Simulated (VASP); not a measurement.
# Tl (Cmmm) in VASP: further runs

The runs below take Tl through single point, relaxation of cell and atoms, with PBE.

Program: VASP 6.6.1. These are calculated values, not measurements. Logs are shortened: lines on timing, memory, paths and dates and some standing lists are left out, and cuts for length are marked.

### 1 The cell of the first run

It takes space group Cmmm (No. 65, orthorhombic). The conventional cell has a = 4.318 Å, b = 4.533 Å, c = 2.810 Å, α = 90.00°, β = 90.00°, γ = 90.00°. Within 3.7 Å of Tl (site symmetry mmm) lie 6 Tl at 2.81 to 3.13 Å.

### 2 Single point, PBE

The input, INCAR:

```
PREC = Accurate
ENCUT = 520
EDIFF = 1E-7
ISMEAR = 0
SIGMA = 0.1
LREAL = F
LASPH = T
NELM = 80
ALGO = Normal
ISIF = 2
LWAVE = F
LCHARG = F
GGA = PE
NBANDS = 12
```

The input, KPOINTS:

```
regular mesh
0
Gamma
  6 6 6
```

The input, POSCAR:

```
Tl
1.0
    2.1589109800     -2.2667329100      0.0000000000
    2.1589109800      2.2667329100      0.0000000000
    0.0000000000      0.0000000000      2.8103618200
Tl
1
Direct
    0.5000000000      0.5000000000      0.0000000000
```

Potentials or basis: VASP PAW PBE potentials, release 64 (Tl_d).

On the command line:

```console
$ cat potpaw_PBE.64/Tl_d/POTCAR > POTCAR
$ mpirun -np 1 vasp_std > vasp.out
```

OUTCAR:

```text
PREC = Accurate
   ENCUT = 520
   EDIFF = 1E-7
   ISMEAR = 0
   LREAL = F
   LASPH = T
   NELM = 80
   ISIF = 2
   GGA = PE

 ion  position               nearest neighbor table
   1  0.500  0.500  0.000-

  LATTYP: Found a base centered orthorhombic cell.
 ALAT       =     4.3178219600
 B/A-ratio  =     1.0499427401
 C/A-ratio  =     0.6508748730

  Lattice vectors:

 A1 = (   2.1589109800,  -2.2667329100,   0.0000000000)
 A2 = (   2.1589109800,   2.2667329100,   0.0000000000)
 A3 = (   0.0000000000,   0.0000000000,   2.8103618200)

Analysis of symmetry for initial positions (statically):
=====================================================================
 Subroutine PRICEL returns:
 Original cell was already a primitive cell.

 Routine SETGRP: Setting up the symmetry group for a
 base centered orthorhombic supercell.

 Subroutine GETGRP returns: Found  8 space group operations
 (whereof  8 operations were pure point group operations)
 out of a pool of  8 trial point group operations.

The static configuration has the point symmetry D_2h.

Analysis of symmetry for dynamics (positions and initial velocities):
=====================================================================
 Subroutine PRICEL returns:
 Original cell was already a primitive cell.

 Routine SETGRP: Setting up the symmetry group for a
 base centered orthorhombic supercell.

 Subroutine GETGRP returns: Found  8 space group operations
 (whereof  8 operations were pure point group operations)
 out of a pool of  8 trial point group operations.

The dynamic configuration has the point symmetry D_2h.

 Subroutine INISYM returns: Found  8 space group operations
 (whereof  8 operations are pure point group operations),
 and found     1 'primitive' translations

----------------------------------------------------------------------------------------

                                     Primitive cell

  volume of cell :      27.5060

  direct lattice vectors                    reciprocal lattice vectors
     2.158910980 -2.266732910  0.000000000     0.231598248 -0.220581789  0.000000000
     2.158910980  2.266732910  0.000000000     0.231598248  0.220581789  0.000000000
     0.000000000  0.000000000  2.810361820     0.000000000  0.000000000  0.355826069

  length of vectors
     3.130331405  3.130331405  2.810361820     0.319834448  0.319834448  0.355826069

  position of ions in fractional coordinates (direct lattice)
     0.500000000  0.500000000  0.000000000

  ion indices of the primitive-cell ions
   primitive index   ion index
                 1           1

----------------------------------------------------------------------------------------

 KPOINTS: regular mesh

Automatic generation of k-mesh.
 Grid dimensions read from file:
 generate k-points for:    6    6    6

 Generating k-lattice:

  Cartesian coordinates                     Fractional coordinates (reciprocal lattice)
     0.038599708 -0.036763631  0.000000000     0.166666667  0.000000000  0.000000000
     0.038599708  0.036763631  0.000000000     0.000000000  0.166666667  0.000000000
     0.000000000  0.000000000  0.059304345     0.000000000  0.000000000  0.166666667

  Length of vectors
     0.053305741  0.053305741  0.059304345

  Shift w.r.t. Gamma in fractional coordinates (k-lattice)
     0.000000000  0.000000000  0.000000000

 Subroutine IBZKPT returns following result:
 ===========================================

 Found     52 irreducible k-points:

 Following reciprocal coordinates:
            Coordinates               Weight
  0.000000  0.000000  0.000000      1.000000
  0.166667  0.000000  0.000000      4.000000
  0.333333  0.000000  0.000000      4.000000
  0.500000  0.000000  0.000000      2.000000
  0.166667  0.166667  0.000000      2.000000
  0.333333  0.166667  0.000000      4.000000
[... 16 lines left out ...]
  0.333333  0.333333  0.166667      4.000000
  0.500000  0.333333  0.166667      8.000000
 [... further k-points ...]
   k-points           NKPTS =     52   k-points in BZ     NKDIM =     52   number of bands    NBANDS=     12
   number of dos      NEDOS =    301   number of ions     NIONS =      1
   total plane-waves  NPLWV =  13824
   dimension x,y,z NGX =    24 NGY =   24 NGZ =   24
   dimension x,y,z NGXF=    48 NGYF=   48 NGZF=   48
   ions per type =               1
   NGX,Y,Z   is equivalent  to a cutoff of  12.75, 12.75, 14.20 a.u.
   NGXF,Y,Z  is equivalent  to a cutoff of  25.49, 25.49, 28.39 a.u.
 SYSTEM =  unknown system
   PREC   = accura    normal or accurate (medium, high low for compatibility)
   ISTART =      0    job   : 0-new  1-cont  2-samecut
   ICHARG =      2    charge: 1-file 2-atom 10-const
   ISPIN  =      1    spin polarized calculation?
   LNONCOLLINEAR =      F non collinear calculations
   LSORBIT =      F    spin-orbit coupling
   LASPH  =      T    aspherical Exc in radial PAW
   ENCUT  =  520.0 eV  38.22 Ry    6.18 a.u.   5.82  5.82  5.23*2*pi/ulx,y,z
   NELM   =     80;   NELMIN=  2; NELMDL= -5     # of ELM steps
   EDIFF  = 0.1E-06   stopping-criterion for ELM
   LREAL  =      F    real-space projection
   EDIFFG = 0.1E-05   stopping-criterion for IOM
   NSW    =      0    number of steps for IOM
   IBRION =     -1    ionic relax: 0-MD 1-quasi-New 2-CG
   NFREE  =      0    steps in history (QN), initial steepest desc. (CG)
   ISIF   =      2    stress and relaxation
   ISYM   =      2    0-nonsym 1-usesym 2-fastsym
   POTIM  = 0.5000    time-step for ionic-motion
   TEBEG  =    0.0;   TEEND  =   0.0 temperature during run
   PSTRESS=    0.0 pullay stress
   NELECT =      13.0000    total number of electrons
   NUPDOWN=      -1.0000    fix difference up-down
   EMIN   =  10.00;   EMAX   =-10.00  energy-range for DOS
   EFERMI =   0.00;   METHOD = LEGACY
   ISMEAR =     0;   SIGMA  =   0.10  broadening in eV -4-tet -1-fermi 0-gaus
   EFERMI_NEDOS =   21; number of points for ismear=-14 and -15
   IALGO  =     38    algorithm
   IMIX   =      4    mixing-type and parameters
     AMIX     =   0.40;   BMIX     =  1.00
     AMIX_MAG =   1.60;   BMIX_MAG =  1.00
  volume/ion in A,a.u.               =      27.51       185.62
  Fermi-wavevector in a.u.,A,eV,Ry     =   1.275205  2.409789 22.125101  1.626149
  Thomas-Fermi vector in A             =   2.407931
   LORBIT       =      0    0 simple, 1 ext, 2 COOP (PROOUT), +10 PAW based schemes
   GGA     = PE    functional components
   LHFCALC =     F    Hartree Fock is set to
   AEXX    =    0.0000 exact exchange contribution
   IVDW    =     0    specifies the selected vdW correction
   LEPSILON=     F    determine dielectric tensor
   LRPA    =     F    only Hartree local field effects (RPA)
 non-spin polarized calculation
 Gauss-broadening in eV      SIGMA  =   0.10
  energy-cutoff  :      520.00
  volume of cell :       27.51
 maximum number of plane-waves:       756
   NGX = 11   NGY = 11   NGZ = 11

 number of electron      12.9999998 magnetization

 Free energy of the ion-electron system (eV)
  ---------------------------------------------------
  ext. energy  EPLUGINS =         0.00000000
  ---------------------------------------------------
  free energy    TOTEN  =        -1.88387436 eV

  energy without entropy =       -1.88069793  energy(sigma->0) =       -1.88228615

 E-fermi :   7.0515     XC(G=0): -10.2843

 val. band max:        7.0121152363   @ k =   0.3333   0.3333   0.0000
 cond. band min:       7.0703719199   @ k =   0.3333   0.3333   0.5000
 fundamental gap:      0.0582566836
 Fermi energy:         7.0514605971

 k-point     1 :       0.0000    0.0000    0.0000
  band No.  band energies     occupation
      1      -6.0314      2.00000
      2      -5.4711      2.00000
      3      -4.3145      2.00000
      4      -4.1033      2.00000
      5      -4.0891      2.00000
      6      -3.5776      2.00000
      7      13.2935      0.00000
      8      13.4196      0.00000
      9      17.0899      0.00000
     10      17.2159      0.00000
     11      18.4197      0.00000
     12      21.8082      0.00000

 k-point     2 :       0.1667    0.0000    0.0000
  band No.  band energies     occupation
      1      -6.0021      2.00000
      2      -5.3368      2.00000
      3      -4.3993      2.00000
      4      -4.1683      2.00000
      5      -4.0899      2.00000
      6      -3.0795      2.00000
      7       9.9921      0.00000
      8      13.8880      0.00000
      9      17.6652      0.00000
     10      17.9642      0.00000
     11      21.5937      0.00000
     12      21.7226      0.00000

 k-point     3 :       0.3333    0.0000    0.0000
  band No.  band energies     occupation
      1      -5.9504      2.00000
      2      -5.1241      2.00000
      3      -4.5610      2.00000
      4      -4.3077      2.00000
      5      -4.0784      2.00000
      6      -1.5454      2.00000
      7       5.8143      2.00000
      8      15.1598      0.00000
      9      18.3916      0.00000
     10      19.1155      0.00000
     11      21.1775      0.00000
     12      22.4830      0.00000
[... 286 lines left out ...]
 k-point    23 :       0.3333    0.3333    0.1667
  band No.  band energies     occupation
      1      -5.3355      2.00000
      2      -4.9091      2.00000
      3      -4.5787      2.00000
      4      -4.5542      2.00000
      5      -4.3749      2.00000
      6       0.7793      2.00000
      7       7.7405      0.00000
      8       8.1797      0.00000
      9      15.5497      0.00000
     10      16.7409      0.00000
     11      21.4559      0.00000
     12      21.6551      0.00000

 k-point    24 :       0.5000    0.3333    0.1667
  band No.  band energies     occupation
      1      -5.3033      2.00000
      2      -5.0257      2.00000
      3      -4.6373      2.00000
      4      -4.5467      2.00000
      5      -4.1848      2.00000
      6       2.0010      2.00000
      7       5.7858      2.00000
      8       9.1985      0.00000
      9      13.3874      0.00000
     10      18.0038      0.00000
     11      19.7085      0.00000
     12      23.1617      0.00000

 [... further k-points ...]

------------------------ aborting loop because EDIFF is reached ----------------------------------------

  FORCE on cell =-STRESS in cart. coord.  units (eV):
  Direction    XX          YY          ZZ          XY          YZ          ZX
  --------------------------------------------------------------------------------------
  -------------------------------------------------------------------------------------
  Total        1.1193854      1.4167847      2.7691730      0.0000000      0.0000000      0.0000000
  in kB       65.2023005     82.5253047    161.2996246      0.0000000      0.0000000      0.0000000
  external PRESSURE =     103.0090766 kB  Pullay stress =       0.0000000 kB

 VOLUME and BASIS-vectors are now :
 -----------------------------------------------------------------------------
  energy-cutoff  :      520.00
  volume of cell :       27.51
      direct lattice vectors                 reciprocal lattice vectors
     2.158910980 -2.266732910  0.000000000     0.231598248 -0.220581789  0.000000000
     2.158910980  2.266732910  0.000000000     0.231598248  0.220581789  0.000000000
     0.000000000  0.000000000  2.810361820     0.000000000  0.000000000  0.355826069

 POSITION                                       TOTAL-FORCE (eV/Angst)
 -----------------------------------------------------------------------------------
      2.15891      0.00000      0.00000        -0.000000     -0.000000      0.000000
 -----------------------------------------------------------------------------------
    total drift:                               -0.000000     -0.000000     -0.000000

  FREE ENERGIE OF THE ION-ELECTRON SYSTEM (eV)
  ---------------------------------------------------
  free  energy   TOTEN  =        -1.8838743612 eV

  energy  without entropy=       -1.8806979312  energy(sigma->0) =       -1.88228615
```

Wall time 4.4 s (1 thread of Intel Xeon 6975P-C (Granite Rapids), shared host); peak memory 0.14 GiB.

What came out:

```
Free energy : -1.8839 eV
Pressure    : 10.3 GPa
```

Stress tensor (GPa, compression positive):
```
 6.52  0.00  0.00
 0.00  8.25  0.00
 0.00  0.00 16.13
```

Levels at points of the mesh, in eV from the Fermi level:
```
           k point  band 2  band 3  band 4  band 5  band 6  band 7  band 8  band 9  band 10  band 11
(0.00, 0.00, 0.00)  -12.52  -11.37  -11.15  -11.14  -10.63    6.24    6.37   10.04    10.16    11.37
(0.50, 0.00, 0.00)  -12.09  -11.69  -11.43  -11.12   -7.01   -3.73    8.95   11.67    13.13    14.13
(0.50, 0.50, 0.00)  -12.25  -11.40  -11.38  -11.02   -4.06   -1.48   -0.83    4.47    15.83    16.32
(0.00, 0.00, 0.50)  -11.95  -11.92  -11.66  -11.28   -5.24   -3.47   10.63   10.68    11.55    11.84
(0.50, 0.00, 0.50)  -12.04  -11.88  -11.57  -10.68   -2.31   -0.97    0.05    5.23    13.73    13.89
(0.50, 0.50, 0.50)  -12.39  -12.04  -10.95  -10.56    0.87    1.47    2.31    2.97     7.15     8.28
```

Caveat: the k points lie up to 0.37 Å⁻¹ apart; spin-orbit coupling is left out, which moves the levels of the heavy elements.

### 3 Relaxation of cell and atoms, PBE

The input, INCAR:

```
  PREC = Accurate
  ENCUT = 600
  EDIFF = 1E-6
  ISMEAR = 0
  SIGMA = 0.1
  LREAL = F
  LASPH = T
  NELM = 80
  ALGO = Fast
  ISIF = 3
  LWAVE = F
  LCHARG = F
  GGA = PE
  IBRION = 2
  NSW = 90
  EDIFFG = -0.04
```

The input, KPOINTS:

```
Automatic mesh
0
Gamma
  6 6 6
```

POSCAR is that of step 2.

Potentials or basis: VASP PAW PBE potentials, release 64 (Tl_d).

On the command line:

```console
$ cat potpaw_PBE.64/Tl_d/POTCAR > POTCAR
$ mpirun -np 1 vasp_std > vasp.out
```

Run time: 1.9 min. Hardware: 1 thread of Intel Xeon 6975P-C (Granite Rapids), shared host; peak memory 0.17 GiB.

Results (log left out):

```
Free energy                            : -2.1228 eV
Relaxed volume                         : 33.52 Å³/atom
Relaxed cell                           : a = 3.462 Å, b = 3.462 Å, c = 3.050 Å, α = 90.00°, β = 90.00°, γ = 113.51°
Space group after relaxing (to 0.05 Å) : Cmmm (No. 65)
Energy gained by relaxing              : 239.0 meV/atom
Ionic steps                            : 23
Pressure after relaxing                : 0.1 GPa
```

Stress tensor (GPa, compression positive):
```
0.03 0.00 0.00
0.00 0.13 0.00
0.00 0.00 0.03
```

Step by step:
```csv
step,energy change (eV),largest force (eV/Å),pressure (GPa),volume (Å³)
1,0.0000,0.0000,10.37,27.51
2,-0.1867,0.0000,-0.40,35.16
3,-0.1882,0.0000,0.31,34.06
4,-0.1883,0.0000,0.12,34.30
5,-0.1920,0.0000,-0.06,34.52
6,-0.1998,0.0000,-0.30,35.15
7,-0.1979,0.0000,-0.35,36.28
8,-0.2031,0.0000,-0.37,35.53
9,-0.2035,0.0000,-0.39,35.88
10,-0.2037,0.0000,-0.39,35.73
11,-0.2085,0.0000,-0.19,35.27
12,-0.2117,0.0000,0.03,34.79
13,-0.2226,0.0000,0.47,33.79
14,-0.2252,0.0000,2.01,31.58
15,-0.2296,0.0000,1.03,32.79
16,-0.2303,0.0000,1.49,32.19
17,-0.2307,0.0000,1.30,32.41
18,-0.2322,0.0000,1.26,32.39
19,-0.2335,0.0000,1.18,32.32
20,-0.2348,0.0000,0.98,32.48
21,-0.2374,0.0000,0.59,32.89
22,-0.2389,0.0000,-0.14,33.73
23,-0.2390,0.0000,0.06,33.52
```

Final structure:
```
Tl
1.0
     1.89790   -2.89548    0.00000
     1.89790    2.89548    0.00000
     0.00000    0.00000    3.05002
Tl
1
Direct
  0.50000 0.50000 0.00000
```

Levels at points of the mesh, in eV from the Fermi level:
```tsv
k point	band 5	band 6	band 7	band 8	band 9	band 10
(0.00, 0.00, 0.00)	-11.17	-9.31	6.28	7.14	8.34	9.91
(0.50, 0.00, 0.00)	-11.20	-6.43	-2.68	4.81	8.55	11.16
(0.50, 0.50, 0.00)	-11.21	-5.55	-2.33	2.59	6.33	12.13
(0.00, 0.00, 0.50)	-11.34	-5.57	-2.71	9.72	10.55	11.46
(0.50, 0.00, 0.50)	-10.91	-2.97	-0.33	0.30	4.94	8.01
(0.50, 0.50, 0.50)	-10.87	-2.08	0.40	0.61	5.54	5.64
```

Caveat: the k points lie up to 0.34 Å⁻¹ apart in the final cell; the volume moved by over 15 % at a fixed basis, so the end points are rough; spin-orbit coupling is left out, which moves the levels of the heavy elements.
